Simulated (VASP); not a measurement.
Runs of VASP 6.6.1 on Co. The structure is that of space group P6_3/mmc (No. 194), or close to it. The cells are those of the table. 

```csv
fixed moment (μB),cell,pressure (GPa),moment (μB)
2.75,"a = 2.494, b = 2.494, c = 4.024 Å, angles 90.0, 90.0, 120.0°, 2 atoms",-20.8,2.75
3.85,"a = 2.359, b = 2.359, c = 3.806 Å, angles 90.0, 90.0, 120.0°, 2 atoms",41.6,3.85
2.2,"a = 2.494, b = 2.494, c = 4.024 Å, angles 90.0, 90.0, 120.0°, 2 atoms",-23.7,2.20
1.1,"a = 2.557, b = 2.557, c = 4.124 Å, angles 90.0, 90.0, 120.0°, 2 atoms",(a),1.10
0.55,"a = 2.359, b = 2.359, c = 3.806 Å, angles 90.0, 90.0, 120.0°, 2 atoms",(b),0.55
```

Alike in all rows: task single point; level LDA; potentials or basis VASP PAW LDA potentials, release 64 (Co); spin collinear, ferromagnetic start; k mesh 24 × 24 × 12; cutoff (eV) 520; smearing gaussian 0.15 eV.

Q: Fill in the values left out.

A: (a) -37.2; (b) 15.8.

Caveats: the total moment is fixed, so each spin has its own Fermi level; the cell stands under tension (at least some runs); the cell stands under pressure (at least some runs).
